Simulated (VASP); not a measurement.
Here is a VASP 6.6.1 calculation.

Contents of INCAR:

```
ALGO = Normal
EDIFF = 1E-6
ENCUT = 600
GGA = PE
GGA_COMPAT = False
ISIF = 2
ISMEAR = 0
ISPIN = 2
LASPH = True
LCHARG = False
LDAU = True
LDAUJ = 0
LDAUL = 3
LDAUPRINT = 1
LDAUTYPE = 2
LDAUU = 6
LMAXMIX = 6
LORBIT = 11
LREAL = False
LWAVE = False
MAGMOM = 6.67
NBANDS = 18
NELM = 200
PREC = Accurate
SIGMA = 0.05
```

File KPOINTS:

```
k-points
0
Gamma
  6 6 6
```

Contents of POSCAR:

```
Sm
1.0
   -2.2574227242      2.2574227242      2.2574227242
    2.2574227242     -2.2574227242      2.2574227242
    2.2574227242      2.2574227242     -2.2574227242
Sm
1
Direct
    0.0000000000      0.0000000000      0.0000000000
```

Potentials or basis: VASP PAW PBE potentials, release 64 (Sm).

Run with:

```sh
$ cat potpaw_PBE.64/Sm/POTCAR > POTCAR
$ mpirun -np 1 vasp_std > vasp.out
```

Q: Predict the site moments.

A: Sm +5.73 μB.

Q: Estimate the pressure.

A: -1.3 GPa.

Q: What does it give for the net moment?

A: 6.52 μB per cell.

Eigenvalues of the final occupation matrices:
```
    site  spin  trace                         eigenvalues
site 1 f     1   5.66  0.58 0.58 0.58 0.98 0.98 0.98 0.98
site 1 f     2   0.00  0.00 0.00 0.00 0.00 0.00 0.00 0.00
```

Caveat: the magnetic or orbital state may not be the lowest; spin-orbit coupling is left out, which moves the levels of the heavy elements. The state reached can hang on the start; a lower one may exist.
